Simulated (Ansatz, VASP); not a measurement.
## One calculation of GdMn, two programs

Contents of INCAR:

```
PREC = Accurate
ENCUT = 520
EDIFF = 1E-6
ISMEAR = 0
SIGMA = 0.05
LREAL = F
LASPH = T
NELM = 150
ALGO = Normal
ISIF = 2
LWAVE = F
LCHARG = T
ISPIN = 2
MAGMOM = 7.89 -3.61
LORBIT = 11
LMAXMIX = 6
GGA = PS
LELF = T
LVHAR = T
NBANDS = 26
```

The input KPOINTS:

```
Automatic mesh
0
Gamma
  10 10 10
```

The input POSCAR:

```
GdMn
1.0
    3.4703629459      0.0000000000      0.0000000000
    0.0000000000      3.4703629459      0.0000000000
    0.0000000000      0.0000000000      3.4703629459
Gd Mn
1 1
Direct
    0.0000000000      0.0000000000      0.0000000000
    0.5000000000      0.5000000000      0.5000000000
```

Input for Ansatz:

```yaml
crystal:
  lattice:
    - [3.4703629459, 0.0, 0.0]
    - [0.0, 3.4703629459, 0.0]
    - [0.0, 0.0, 3.4703629459]
  atoms:
    - { symbol: Gd, position: [0.0, 0.0, 0.0], spin: 7.89 }
    - { symbol: Mn, position: [0.5, 0.5, 0.5], spin: -3.61 }
basis:
  ecutwfc: 420
  ecutrho_ratio: 4
kpoints:
  mp_grid: { grid: [10, 10, 10] }
hamiltonian:
  xc: pbesol
scf:
  occupations: { method: gaussian, width: 0.05 }
output:
  forces: true
  stress: true
  eigenvalues: true
  populations: true
magnetization:
  spin_polarized: true
```

Alike in both runs: task single point; functional PBEsol; k mesh 10 × 10 × 10; occupations gaussian, width 0.05 eV; collinear spin.

```csv
,VASP,Ansatz
version,VASP 6.6.1,Ansatz 0.2.0
potentials or method,"VASP PAW PBE potentials, release 64 (Gd, Mn_pv), cutoff 520 eV","scalar-relativistic, plane waves, PAW"
valence electrons in the cell,31,33
```

|  | VASP | Ansatz | Ansatz less VASP |
| --- | --- | --- | --- |
| gap on the k mesh at the Fermi level (eV) | none | none | - |
| pressure (GPa) | -0.9 | -1.0 | -0.16 |
| net moment per atom (μB) | 2.05 | 2.05 | -0.002 |
| size of the moment on the site where the two differ most (μB) | 7.00 | 7.18 | +0.184 |

VASP's potentials were made for PBE, not for PBEsol. Site moments also hang on the region over which each program counts them. A gap of «none» marks a metal or a gap that the smearing closes. The functional is the same, so the differences come from potentials, cutoffs and numerics. VASP's potentials hold 31 valence electrons a cell and Ansatz's 33, so a difference there can come from the potentials and not from the codes. Ansatz's warnings: given moment on shells.

Neither program's run includes spin-orbit coupling.
